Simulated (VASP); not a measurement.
Write the native input for VASP 6.6.1 that does the following.

| Property | Result |
| --- | --- |
| Task | single point |
| Functional | PBE |
| Potentials or basis | VASP PAW PBE potentials, release 64 (Ca_sv, Se) |
| Cutoff | 520 eV |
| k mesh | 4 × 4 × 4 |
| Occupations | gaussian, width 0.01 eV |
| Spin | no spin polarisation |
| Dipole correction | no |
| Further INCAR settings | ALGO = Normal; EDIFF = 1e-06; NBANDS = 15 |

The structure of CaSe lies in POSCAR:

```
CaSe
1.0
    3.6347849166      0.0000000000      0.0000000000
    0.0000000000      3.6347849166      0.0000000000
    0.0000000000      0.0000000000      3.6347849166
Ca Se
1 1
Direct
    0.0000000000      0.0000000000      0.0000000000
    0.5000000000      0.5000000000      0.5000000000
```

The input as run:

INCAR

```
PREC = Accurate
ENCUT = 520
EDIFF = 1E-6
ISMEAR = 0
SIGMA = 0.01
LREAL = False
LASPH = True
NELM = 80
ALGO = Normal
ISIF = 2
LWAVE = False
LCHARG = False
GGA = PE
NBANDS = 15
```

KPOINTS

```
Automatic mesh
0
Gamma
  4 4 4
```

Potentials or basis: VASP PAW PBE potentials, release 64 (Ca_sv, Se).

Launch:

```console
$ cat potpaw_PBE.64/Ca_sv/POTCAR potpaw_PBE.64/Se/POTCAR > POTCAR
$ mpirun -np 1 vasp_std > vasp.out
```

It gave:

```
Pressure               : 1.2 GPa
Band gap on the k mesh : 0.73 eV, direct
```

Caveat: the k points lie up to 0.43 Å⁻¹ apart.

Run time: 8.5 s on 1 thread of Intel Xeon 6975P-C (shared host), peak memory 0.15 GiB.
